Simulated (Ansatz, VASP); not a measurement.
## Two plane-wave programs on AlP

INCAR

```
SYSTEM = AlP
PREC = Accurate ; ENCUT = 500
EDIFF = 1E-6 ; ISMEAR = 0
SIGMA = 0.1 ; LREAL = .False.
LASPH = .True. ; NELM = 120
ALGO = Normal ; ISIF = 2
LWAVE = .False. ; LCHARG = .True.
GGA = PS ; LELF = .True.
LVHAR = .True. ; NBANDS = 11
GGA_COMPAT = .False.
```

The input KPOINTS:

```
regular mesh
0
Gamma
  6 6 6
  0 0 0
```

The input POSCAR:

```
AlP
1.0
    0.0000000000      2.7114245977      2.7114245977
    2.7114245977      0.0000000000      2.7114245977
    2.7114245977      2.7114245977      0.0000000000
Al P
1 1
Direct
    0.0000000000      0.0000000000      0.0000000000
    0.2500000000      0.2500000000      0.2500000000
```

Input for Ansatz:

```yaml
crystal:
  lattice:
    - [0.0, 2.7114245977, 2.7114245977]
    - [2.7114245977, 0.0, 2.7114245977]
    - [2.7114245977, 2.7114245977, 0.0]
  atoms:
    - { symbol: Al, position: [0.0, 0.0, 0.0] }
    - { symbol: P, position: [0.25, 0.25, 0.25] }
basis:
  ecutwfc: 420
kpoints:
  mp_grid: { grid: [6, 6, 6] }
hamiltonian:
  xc: pbesol
scf:
  occupations: { method: gaussian, width: 0.1 }
output:
  forces: true
  stress: true
  eigenvalues: true
```

Alike in both runs: task single point; functional PBEsol; k mesh 6 × 6 × 6; occupations gaussian, width 0.1 eV; no spin polarisation.

```csv
,VASP,Ansatz
version,VASP 6.6.1,Ansatz 0.2.0
potentials or method,"VASP PAW PBE potentials, release 64 (Al, P), cutoff 500 eV","scalar-relativistic, plane waves, PAW"
valence electrons in the cell,8,8
```

```tsv
	VASP	Ansatz	Ansatz less VASP
gap on the k mesh at the Fermi level (eV)	1.39	1.40	+0.003
least direct gap on the mesh (eV)	3.38	3.37	-0.006
pressure (GPa)	2.5	2.5	-0.04
```

VASP's potentials were made for PBE, not for PBEsol.
